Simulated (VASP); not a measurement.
Set up this calculation in VASP 6.6.1, as the native input.

* Task: single point
* Functional: PBE
* Potentials or basis: VASP PAW PBE potentials, release 64 (In_d, P)
* Cutoff: 520 eV
* k mesh: 8 × 8 × 8
* Occupations: gaussian, width 0.05 eV
* Spin: no spin polarisation
* Dipole correction: no
* Further INCAR settings: ALGO = Normal; EDIFF = 1e-06; NBANDS = 16

The structure of InP lies in POSCAR:

```
InP
1.0
    0.0000000000      3.0330675000      2.9305000000
    2.9305000000      0.0000000000      2.9305000000
    2.9305000000      3.0330675000      0.0000000000
In P
1 1
Direct
    0.0000000000      0.0000000000      0.0000000000
    0.7500000000      0.7500000000      0.7500000000
```

This cell differs from its parent crystal: strain +0.0350 x Voigt [0, 1, 0, 0, 0, 0].

The input as run:

INCAR

```
SYSTEM = InP
ALGO = Normal
EDIFF = 1E-6
ENCUT = 520
GGA = PE
ISIF = 2
ISMEAR = 0
LASPH = .TRUE.
LCHARG = .FALSE.
LREAL = .FALSE.
LWAVE = .FALSE.
NBANDS = 16
NELM = 60
PREC = Accurate
SIGMA = 0.05
```

KPOINTS

```
k-points
0
G
  8 8 8
  0 0 0
```

Potentials or basis: VASP PAW PBE potentials, release 64 (In_d, P).

The run is started by

```console
$ cat potpaw_PBE.64/In_d/POTCAR potpaw_PBE.64/P/POTCAR > POTCAR
$ mpirun -np 1 vasp_std > vasp.out
```

Results of the run:

- Pressure: 0.9 GPa
- Band gap on the k mesh: 0.46 eV, direct

Caveat: the cell differs from its parent crystal (strain +0.0350 x Voigt [0, 1, 0, 0, 0, 0]); spin-orbit coupling is left out, which moves the levels of the heavy elements.

Wall time 14 s on 1 thread of Intel(R) Xeon(R) 6975P-C (Granite Rapids) (shared host), peak memory 0.19 GiB.
